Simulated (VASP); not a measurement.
Wanted: the native input for a VASP 6.6.1 run.

- Task: relaxation of cell and atoms
- Functional: PBE
- Potentials or basis: VASP PAW PBE potentials, release 64 (Re, F)
- Cutoff: 600 eV
- k mesh: 6 × 6 × 6
- Occupations: gaussian, width 0.1 eV
- Spin: no spin polarisation
- Dipole correction: no
- Further INCAR settings: ALGO = Normal; EDIFF = 1e-06; IBRION = 2; EDIFFG = -0.04; NSW = 90; ISIF = 3

The structure of Re3F lies in POSCAR:

```
Re3F
1.0
   -1.8205154859      1.8205154859      4.0666060205
    1.8205154859     -1.8205154859      4.0666060205
    1.8205154859      1.8205154859     -4.0666060205
Re F
3 1
Direct
    0.5000000000      0.5000000000      0.0000000000
    0.2500000000      0.7500000000      0.5000000000
    0.7500000000      0.2500000000      0.5000000000
    0.0000000000      0.0000000000      0.0000000000
```

One way to write it, as run:

INCAR

```
  PREC = Accurate
  ENCUT = 600
  EDIFF = 1E-6
  ISMEAR = 0
  SIGMA = 0.1
  LREAL = False
  LASPH = True
  NELM = 100
  ALGO = Normal
  ISIF = 3
  LWAVE = False
  LCHARG = False
  GGA = PE
  IBRION = 2
  NSW = 90
  EDIFFG = -0.04
```

KPOINTS

```
regular mesh
0
Gamma
  6 6 6
```

Potentials or basis: VASP PAW PBE potentials, release 64 (Re, F).

Run with:

```sh
$ cat potpaw_PBE.64/Re/POTCAR potpaw_PBE.64/F/POTCAR > POTCAR
$ mpirun -np 1 vasp_std > vasp.out
```

It gave:

| Item | Value |
| --- | --- |
| Relaxed volume | 14.04 Å³/atom |
| Relaxed cell | a = 4.300 Å, b = 4.300 Å, c = 4.300 Å, α = 120.06°, β = 120.06°, γ = 89.90° |
| Space group after relaxing (to 0.05 Å) | Fm-3m (No. 225) |
| Energy gained by relaxing | 410.7 meV/atom |
| Ionic steps | 22 |
| Pressure after relaxing | 0.1 GPa |
| Band gap on the k mesh | zero (band 14 reaches 8.39 eV, above the bottom of band 15 at 5.66 eV) |

Caveat: the k points lie up to 0.34 Å⁻¹ apart in the final cell; spin-orbit coupling is left out, which moves the levels of the heavy elements.

Run time: 15 min on 1 thread of Intel(R) Xeon(R) Platinum 8488C (Sapphire Rapids) (shared host), peak memory 0.26 GiB.
